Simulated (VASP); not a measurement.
Input of a VASP 6.6.1 run:

The input INCAR:

```
PREC = Accurate ; ENCUT = 520
EDIFF = 1E-6 ; ISMEAR = -1
SIGMA = 0.1 ; LREAL = False
LASPH = True ; NELM = 150
ALGO = Normal ; ISIF = 2
LWAVE = False ; LCHARG = True
ISPIN = 2 ; MAGMOM = 4 0
LORBIT = 11 ; LMAXMIX = 4
GGA = PS ; LELF = True
LVHAR = True ; NBANDS = 24
```

KPOINTS

```
regular mesh
0
Gamma
  15 15 8
```

POSCAR

```
MnZn
1.0
    2.6414920000      0.0000000000      0.0000000000
   -1.3207460000      2.2875990000      0.0000000000
    0.0000000000      0.0000000000      4.4449584900
Mn Zn
1 1
Direct
    0.6666666667      0.3333333333      0.5000000000
    0.3333333333      0.6666666667      0.0000000000
```

Potentials or basis: VASP PAW PBE potentials, release 64 (Mn_pv, Zn).

Run with:

```bash
$ cat potpaw_PBE.64/Mn_pv/POTCAR potpaw_PBE.64/Zn/POTCAR > POTCAR
$ mpirun -np 1 vasp_std > vasp.out
```

Task: What does it give for the pressure?

Result: -8.6 GPa.

Task: What does it give for the net moment?

Result: 2.44 μB per cell.

Task: Predict the site moments.

Result: Mn +2.42; Zn -0.05 μB.

Stress tensor (GPa, compression positive):
```
-8.04  0.00  0.00
 0.00 -8.04  0.00
 0.00  0.00 -9.64
```

Caveat: the PAW data sets were made with another functional, which shifts forces and pressure a little.
